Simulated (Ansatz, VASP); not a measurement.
**Au: VASP beside Ansatz**

INCAR

```
PREC = Accurate
ENCUT = 520
EDIFF = 1E-6
ISMEAR = -1
SIGMA = 0.03
LREAL = False
LASPH = True
NELM = 100
ALGO = Normal
ISIF = 2
LWAVE = False
LCHARG = True
GGA = PE
LELF = True
LVHAR = True
NBANDS = 18
```

File KPOINTS:

```
Automatic mesh
0
Gamma
  14 14 8
```

The input POSCAR:

```
Au
1.0
    2.9579983786      0.0000000000      0.0000000000
   -1.4789991893      2.5617017403      0.0000000000
    0.0000000000      0.0000000000      4.8800000000
Au
2
Direct
    0.3333333333      0.6666666667      0.7500000000
    0.6666666667      0.3333333333      0.2500000000
```

Input for Ansatz:

```yaml
crystal:
  lattice:
    - [2.9579983786, 0.0, 0.0]
    - [-1.4789991893, 2.5617017403, 0.0]
    - [0.0, 0.0, 4.88]
  atoms:
    - { symbol: Au, position: [0.3333333333, 0.6666666667, 0.75] }
    - { symbol: Au, position: [0.6666666667, 0.3333333333, 0.25] }
kpoints:
  mp_grid: { grid: [14, 14, 8] }
  band_path:
    path:
      - [0.0, 0.0, 0.0]
      - [0.5, 0.0, 0.0]
      - [0.3333333333, 0.3333333333, 0.0]
      - [0.0, 0.0, 0.0]
      - [0.0, 0.0, 0.5]
      - [0.5, 0.0, 0.5]
      - [0.3333333333, 0.3333333333, 0.5]
      - [0.0, 0.0, 0.5]
      - [0.5, 0.0, 0.5]
    npoints: 5
scf:
  occupations: { method: fermi_dirac, width: 0.03 }
hamiltonian:
  xc: pbe
  pseudopotentials: { kind: all_electron, lapw: { basis_error: 0.0005 } }
output:
  forces: true
  stress: true
  eigenvalues: true
```

Change from the starting cell: equal xx and yy strain of +2 %.

Alike in both runs: task single point; functional PBE; k mesh 14 × 14 × 8; occupations fermi-dirac, width 0.03 eV; no spin polarisation.

```csv
,VASP,Ansatz
version,VASP 6.6.1,Ansatz 0.2.0
potentials or method,"VASP PAW PBE potentials, release 64 (Au), cutoff 520 eV","all-electron LAPW, scalar-relativistic"
```

|  | VASP | Ansatz | Ansatz less VASP |
| --- | --- | --- | --- |
| pressure (GPa) | -3.5 | -3.3 | +0.18 |
| traceless stress, the component that is largest in VASP (GPa) | 0.23 | 0.26 | +0.031 |

Ansatz ran all-electron here, and VASP with PAW potentials.

Neither program's run includes spin-orbit coupling.
